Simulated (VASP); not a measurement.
Wanted: the native input for a VASP 6.6.1 run.

```yaml
Task: single point
Functional: PBE
Potentials_or_basis: VASP PAW PBE potentials, release 64 (W_sv)
Cutoff: 520 eV
k_mesh: 1 × 1 × 13
Occupations: gaussian, width 0.05 eV
Spin: collinear spin
Starting_moments: "[1.5, 1.5] μB"
Dipole_correction: no
Further_INCAR_settings: ALGO = Normal; EDIFF = 1e-06; NBANDS = 25
```

The structure of W lies in POSCAR:

```
W
1.0
    9.0000000000      0.0000000000      0.0000000000
    0.0000000000      9.3000000000      0.0000000000
    0.0000000000      0.0000000000      4.8273742586
W
2
Direct
    0.5000000000      0.5000000000      0.0254546916
    0.5000000000      0.5000000000      0.4395453084
```

One way to write it, as run:

INCAR

```
PREC = Accurate ; ENCUT = 520
EDIFF = 1E-6 ; ISMEAR = 0
SIGMA = 0.05 ; LREAL = F
LASPH = T ; NELM = 150
ALGO = Normal ; ISIF = 2
LWAVE = F ; LCHARG = T
ISPIN = 2 ; MAGMOM = 1.5 1.5
LORBIT = 11 ; LMAXMIX = 4
GGA = PE ; LELF = T
LVHAR = T ; NBANDS = 25
```

KPOINTS

```
Automatic mesh
0
Gamma
  1 1 13
```

Potentials or basis: VASP PAW PBE potentials, release 64 (W_sv).

The run is started by

```sh
$ cat potpaw_PBE.64/W_sv/POTCAR > POTCAR
$ mpirun -np 1 vasp_std > vasp.out
```

Results of the run:

```json
{
 "Largest force": "1.415 eV/Å",
 "Band gap on the k mesh": "0.62 eV",
 "Net moment": "0.00 μB per cell",
 "Valence electrons inside the program's atomic spheres": "W 12.36"
}
```

Caveat: atoms lie so close that the PAW spheres overlap strongly, which falsifies energies and pressures; spin-orbit coupling is left out, which moves the levels of the heavy elements.

It took 2.9 min on 1 thread of Intel(R) Xeon(R) Platinum 8259CL CPU @ 2.50GHz (Skylake/Cascade Lake) (shared host), peak memory 0.59 GiB.
